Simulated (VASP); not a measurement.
A run of VASP 6.6.1 is set up as follows.

INCAR

```
SYSTEM = Rh
PREC = Accurate
ENCUT = 600
EDIFF = 1E-6
ISMEAR = 1
SIGMA = 0.1
LREAL = .FALSE.
LASPH = .TRUE.
NELM = 80
ALGO = Normal
ISIF = 3
LWAVE = .FALSE.
LCHARG = .FALSE.
GGA = PS
IBRION = 2
NSW = 80
EDIFFG = -0.02
```

File KPOINTS:

```
Automatic mesh
0
G
  11 11 3
  0 0 0
```

Contents of POSCAR:

```
Rh
1.0
    2.6917400000      0.0000000000      0.0000000000
   -1.3458700000      2.3311200000      0.0000000000
    0.0000000000      0.0000000000      8.7980700000
Rh
4
Direct
    0.0000000000      0.0000000000      0.0000000000
    0.3333333333      0.6666666667      0.2500000000
    0.0000000000      0.0000000000      0.5000000000
    0.6666666667      0.3333333333      0.7500000000
```

Potentials or basis: VASP PAW PBE potentials, release 64 (Rh_pv).

The run is started by

```console
$ cat potpaw_PBE.64/Rh_pv/POTCAR > POTCAR
$ mpirun -np 1 vasp_std > vasp.out
```

(1) Predict the relaxed volume.

(2) What does it give for the space group after relaxing (to 0.1 Å)?

(3) What does it give for the band gap on the k mesh?

## Answers

(1) 13.52 Å³/atom.

(2) P6_3/mmc (No. 194).

(3) zero (bands 30 and 31 overlap by 1.68 eV).

Caveat: the PAW data sets were made with another functional, which shifts forces and pressure a little.
